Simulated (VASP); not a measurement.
# Hf4N (Pm-3m) in VASP: notebook, part 2 of 3

VASP 6.6.1. The steps go on from the part before.

## 3. Single point, PBE

This run uses another cell than the first one, of 19.07 Å³/atom, 1.040 times its volume.

Contents of INCAR:

```
ALGO = Normal
EDIFF = 1E-6
ENCUT = 520
GGA = PE
ISIF = 2
ISMEAR = 0
LASPH = True
LCHARG = False
LREAL = False
LWAVE = False
NBANDS = 30
NELM = 80
PREC = Accurate
SIGMA = 0.1
```

Contents of KPOINTS:

```
k-points
0
Gamma
  4 4 4
```

Contents of POSCAR:

```
Hf4N
1.0
    4.5682449500      0.0000000000      0.0000000000
    0.0000000000      4.5682449500      0.0000000000
    0.0000000000      0.0000000000      4.5682449500
Hf N
4 1
Direct
    0.5000000000      0.0000000000      0.0000000000
    0.0000000000      0.5000000000      0.0000000000
    0.0000000000      0.0000000000      0.5000000000
    0.5000000000      0.5000000000      0.5000000000
    0.0000000000      0.0000000000      0.0000000000
```

Potentials or basis: VASP PAW PBE potentials, release 64 (Hf_pv, N).

On the command line:

```console
cat potpaw_PBE.64/Hf_pv/POTCAR potpaw_PBE.64/N/POTCAR > POTCAR
mpirun -np 1 vasp_std > vasp.out
```

Run time: 21 s. Hardware: 1 thread of Intel Xeon 6975P-C (Granite Rapids), shared host; peak memory 0.2 GiB.

It converged, with:

| Item | Value |
| --- | --- |
| Free energy | -51.5462 eV |
| Pressure | -6.1 GPa |

Levels at points of the mesh, in eV from the Fermi level:
```
           k point  band 19  band 20  band 21  band 22  band 23  band 24  band 25  band 26
(0.00, 0.00, 0.00)    -2.84    -1.90    -1.90    -1.90     1.42     1.42     1.42     3.76
(0.50, 0.00, 0.00)    -1.45    -0.73    -0.43    -0.37    -0.37     1.22     1.22     1.26
(0.50, 0.50, 0.00)    -1.50    -1.45    -0.26    -0.26    -0.19     0.23     0.95     0.95
(0.50, 0.50, 0.50)    -1.39    -1.39     0.50     0.50     0.50     1.27     1.27     1.27
```

Caveat: spin-orbit coupling is left out, which moves the levels of the heavy elements.

## 4. Relaxation of cell and atoms, PBE

This run uses another cell than the first one, of 19.07 Å³/atom, 1.040 times its volume.

Contents of INCAR:

```
  ALGO = Normal
  EDIFF = 1E-7
  EDIFFG = -0.04
  ENCUT = 600
  GGA = PE
  IBRION = 2
  ISIF = 3
  ISMEAR = 0
  LASPH = T
  LCHARG = F
  LREAL = F
  LWAVE = F
  NELM = 80
  NSW = 90
  PREC = Accurate
  SIGMA = 0.1
```

KPOINTS is that of step 3.

POSCAR is that of step 3.

On the command line:

```console
cat potpaw_PBE.64/Hf_pv/POTCAR potpaw_PBE.64/N/POTCAR > POTCAR
mpirun -np 1 vasp_std > vasp.out
```

Run time: 50 s. Hardware: 1 thread of Intel Xeon 6975P-C (Granite Rapids), shared host; peak memory 0.21 GiB.

Results (log left out):

```yaml
Free_energy: -51.6325 eV
Relaxed_volume: 18.25 Å³/atom
Relaxed_cell: a = 4.502 Å, b = 4.502 Å, c = 4.502 Å, α = 90.00°, β = 90.00°, γ = 90.00°
Space_group_after_relaxing_to_0.05_Å: Pm-3m (No. 221)
Energy_gained_by_relaxing: 16.7 meV/atom
Ionic_steps: 3
Pressure_after_relaxing: -0.1 GPa
```

Step by step:
```csv
step,energy change (eV),largest force (eV/Å),pressure (GPa),volume (Å³)
1,0.0000,0.0000,-6.17,95.33
2,0.0958,0.0000,10.76,85.56
3,-0.0834,0.0000,-0.11,91.23
```

Final structure:
```
Hf N
1.0
     4.50174    0.00000    0.00000
     0.00000    4.50174    0.00000
     0.00000    0.00000    4.50174
Hf N
4 1
Direct
  0.50000 0.00000 0.00000
  0.00000 0.50000 0.00000
  0.00000 0.00000 0.50000
  0.50000 0.50000 0.50000
  0.00000 0.00000 0.00000
```

Levels at points of the mesh, in eV from the Fermi level:
| k point | band 19 | band 20 | band 21 | band 22 | band 23 | band 24 | band 25 | band 26 |
| --- | --- | --- | --- | --- | --- | --- | --- | --- |
| (0.00, 0.00, 0.00) | -2.96 | -2.09 | -2.09 | -2.09 | 1.41 | 1.41 | 1.41 | 3.94 |
| (0.50, 0.00, 0.00) | -1.59 | -0.87 | -0.54 | -0.42 | -0.42 | 1.22 | 1.22 | 1.26 |
| (0.50, 0.50, 0.00) | -1.55 | -1.51 | -0.33 | -0.33 | -0.24 | 0.16 | 0.91 | 0.91 |
| (0.50, 0.50, 0.50) | -1.51 | -1.51 | 0.60 | 0.60 | 0.60 | 1.25 | 1.25 | 1.25 |

Caveat: spin-orbit coupling is left out, which moves the levels of the heavy elements.

## 5. Single point, PBE

Contents of INCAR:

```
SYSTEM = Hf4N
PREC = Accurate
ENCUT = 520
EDIFF = 1E-6
ISMEAR = 0
SIGMA = 0.1
LREAL = .False.
LASPH = .True.
NELM = 80
ALGO = Normal
ISIF = 2
LWAVE = .False.
LCHARG = .True.
GGA = PE
LELF = .True.
LVHAR = .True.
NBANDS = 30
```

Contents of KPOINTS:

```
Automatic mesh
0
Gamma
  8 8 8
  0 0 0
```

Changes to POSCAR since step 4:

```diff
@@ -2,5 +2,5 @@
 1.0
-    4.5682449500      0.0000000000      0.0000000000
-    0.0000000000      4.5682449500      0.0000000000
-    0.0000000000      0.0000000000      4.5682449500
+    4.5122723965      0.0000000000      0.0000000000
+    0.0000000000      4.5122723965      0.0000000000
+    0.0000000000      0.0000000000      4.5122723965
 Hf N
```

Potentials or basis: VASP PAW PBE potentials, release 64 (Hf_pv, N).

On the command line:

```console
cat potpaw_PBE.64/Hf_pv/POTCAR potpaw_PBE.64/N/POTCAR > POTCAR
mpirun -np 1 vasp_std > vasp.out
```

OUTCAR:

```text
SYSTEM = Hf4N
   PREC = Accurate
   ENCUT = 520
   EDIFF = 1E-6
   ISMEAR = 0
   LREAL = .False.
   LASPH = .True.
   NELM = 80
   ISIF = 2
   GGA = PE

 ion  position               nearest neighbor table
   1  0.500  0.000  0.000-   5 2.26   5 2.26   4 3.19   2 3.19   3 3.19   4 3.19   2 3.19   4 3.19
                             4 3.19   2 3.19   3 3.19   3 3.19   3 3.19   2 3.19
   2  0.000  0.500  0.000-   5 2.26   5 2.26   4 3.19   1 3.19   3 3.19   4 3.19   1 3.19   3 3.19
                             3 3.19   3 3.19   1 3.19   4 3.19   4 3.19   1 3.19
   3  0.000  0.000  0.500-   5 2.26   5 2.26   4 3.19   1 3.19   1 3.19   2 3.19   2 3.19   2 3.19
                             4 3.19   2 3.19   1 3.19   4 3.19   1 3.19   4 3.19
   4  0.500  0.500  0.500-   1 3.19   2 3.19   3 3.19   1 3.19   2 3.19   1 3.19   3 3.19   1 3.19
                             2 3.19   3 3.19   2 3.19   3 3.19
   5  0.000  0.000  0.000-   1 2.26   2 2.26   3 2.26   3 2.26   2 2.26   1 2.26

  LATTYP: Found a simple cubic cell.
 ALAT       =     4.5122723965

  Lattice vectors:

 A1 = (   4.5122723965,   0.0000000000,   0.0000000000)
 A2 = (   0.0000000000,   4.5122723965,   0.0000000000)
 A3 = (   0.0000000000,   0.0000000000,   4.5122723965)

Analysis of symmetry for initial positions (statically):
=====================================================================
 Subroutine PRICEL returns:
 Original cell was already a primitive cell.

 Routine SETGRP: Setting up the symmetry group for a
 simple cubic supercell.

 Subroutine GETGRP returns: Found 48 space group operations
 (whereof 48 operations were pure point group operations)
 out of a pool of 48 trial point group operations.

The static configuration has the point symmetry O_h .

Analysis of symmetry for dynamics (positions and initial velocities):
=====================================================================
 Subroutine PRICEL returns:
 Original cell was already a primitive cell.

 Routine SETGRP: Setting up the symmetry group for a
 simple cubic supercell.

 Subroutine GETGRP returns: Found 48 space group operations
 (whereof 48 operations were pure point group operations)
[... 132 lines left out ...]
   LORBIT       =      0    0 simple, 1 ext, 2 COOP (PROOUT), +10 PAW based schemes
   GGA     = PE    functional components
   LHFCALC =     F    Hartree Fock is set to
   AEXX    =    0.0000 exact exchange contribution
   IVDW    =     0    specifies the selected vdW correction
   LEPSILON=     F    determine dielectric tensor
   LRPA    =     F    only Hartree local field effects (RPA)
 non-spin polarized calculation
 Gauss-broadening in eV      SIGMA  =   0.10
  energy-cutoff  :      520.00
  volume of cell :       91.87
 maximum number of plane-waves:      2517
 NGX is ok and might be reduce to    36
   NGX = 17   NGY = 17   NGZ = 17

 number of electron      44.9999995 magnetization

 Free energy of the ion-electron system (eV)
  ---------------------------------------------------
  ext. energy  EPLUGINS =         0.00000000
  ---------------------------------------------------
  free energy    TOTEN  =       -51.58950670 eV

  energy without entropy =      -51.55631421  energy(sigma->0) =      -51.57291045

 E-fermi :   5.1160     XC(G=0): -11.5663

 val. band max:        5.1121581786   @ k =   0.3750   0.1250   0.0000
 cond. band min:       5.1185273813   @ k =   0.3750   0.1250   0.1250
 fundamental gap:      0.0063692027
 Fermi energy:         5.1159524680

 k-point     1 :       0.0000    0.0000    0.0000
  band No.  band energies     occupation
      1     -25.5654      2.00000
      2     -25.5654      2.00000
      3     -25.5654      2.00000
      4     -25.1365      2.00000
      5     -25.1365      2.00000
      6     -25.1365      2.00000
[... 781 lines left out ...]
     29       7.8198      0.00000
     30       8.9389      0.00000

 [... further k-points ...]

------------------------ aborting loop because EDIFF is reached ----------------------------------------

  FORCE on cell =-STRESS in cart. coord.  units (eV):
  Direction    XX          YY          ZZ          XY          YZ          ZX
  --------------------------------------------------------------------------------------
  -------------------------------------------------------------------------------------
  Total       -0.4761996     -0.4761996     -0.4761996     -0.0000000     -0.0000000      0.0000000
  in kB       -8.3045033     -8.3045033     -8.3045033     -0.0000000     -0.0000000      0.0000000
  external PRESSURE =      -8.3045033 kB  Pullay stress =       0.0000000 kB

 VOLUME and BASIS-vectors are now :
 -----------------------------------------------------------------------------
  energy-cutoff  :      520.00
  volume of cell :       91.87
      direct lattice vectors                 reciprocal lattice vectors
     4.512272397  0.000000000  0.000000000     0.221617826  0.000000000  0.000000000
     0.000000000  4.512272397  0.000000000     0.000000000  0.221617826  0.000000000
     0.000000000  0.000000000  4.512272397     0.000000000  0.000000000  0.221617826

 POSITION                                       TOTAL-FORCE (eV/Angst)
 -----------------------------------------------------------------------------------
      2.25614      0.00000      0.00000         0.000000      0.000000      0.000000
      0.00000      2.25614      0.00000         0.000000      0.000000      0.000000
      0.00000      0.00000      2.25614         0.000000      0.000000      0.000000
      2.25614      2.25614      2.25614         0.000000      0.000000      0.000000
      0.00000      0.00000      0.00000         0.000000      0.000000      0.000000
 -----------------------------------------------------------------------------------
    total drift:                                0.000000      0.000000     -0.000000

  FREE ENERGIE OF THE ION-ELECTRON SYSTEM (eV)
  ---------------------------------------------------
  free  energy   TOTEN  =       -51.5895066993 eV

  energy  without entropy=      -51.5563142051  energy(sigma->0) =      -51.57291045
```

OSZICAR:

```text
N       E                     dE             d eps       ncg     rms          rms(c)
DAV:   1     0.177359109917E+03    0.17736E+03   -0.24527E+04  2100   0.143E+03
DAV:   2    -0.430503296602E+02   -0.22041E+03   -0.21115E+03  2448   0.346E+02
DAV:   3    -0.559085530103E+02   -0.12858E+02   -0.12222E+02  2768   0.539E+01
DAV:   4    -0.561730335899E+02   -0.26448E+00   -0.26289E+00  2588   0.770E+00
DAV:   5    -0.561788347826E+02   -0.58012E-02   -0.57994E-02  2602   0.101E+00    0.913E+01
DAV:   6    -0.519884503572E+02    0.41904E+01   -0.24000E+01  2666   0.186E+01    0.614E+01
DAV:   7    -0.517539671252E+02    0.23448E+00   -0.39901E+00  2636   0.109E+01    0.178E+01
DAV:   8    -0.515972253918E+02    0.15674E+00   -0.83511E-01  2648   0.471E+00    0.235E+00
DAV:   9    -0.515946273474E+02    0.25980E-02   -0.19739E-01  2382   0.196E+00    0.290E+00
DAV:  10    -0.515898975339E+02    0.47298E-02   -0.39886E-02  2578   0.100E+00    0.166E+00
DAV:  11    -0.515894972260E+02    0.40031E-03   -0.40108E-03  2572   0.320E-01    0.899E-02
DAV:  12    -0.515895180803E+02   -0.20854E-04   -0.35426E-04  2440   0.814E-02    0.190E-01
DAV:  13    -0.515895084511E+02    0.96291E-05   -0.97659E-05  2418   0.393E-02    0.191E-02
DAV:  14    -0.515895068212E+02    0.16299E-05   -0.19413E-05  2404   0.180E-02    0.112E-02
DAV:  15    -0.515895066993E+02    0.12188E-06   -0.13299E-06  1780   0.587E-03
   1 F= -.51589507E+02 E0= -.51572910E+02  d E =-.331925E-01
```

stdout:

```text
POSCAR found type information on POSCAR HfN
 POSCAR found :  2 types and       5 ions
 scaLAPACK will be used
 LDA part: xc-table for (Slater+PW92), standard interpolation
 POSCAR, INCAR and KPOINTS ok, starting setup
 FFT: planning ... GRIDC
 FFT: planning ... GRID_SOFT
 FFT: planning ... GRID
 WAVECAR not read
 entering main loop
```

Run time: 46 s. Hardware: 1 thread of Intel Xeon 6975P-C (Granite Rapids), shared host; peak memory 0.24 GiB.

What came out:

```
Free energy : -51.5895 eV
Pressure    : -0.8 GPa
```

Caveat: spin-orbit coupling is left out, which moves the levels of the heavy elements.

(Continued in part 3 of 3.)
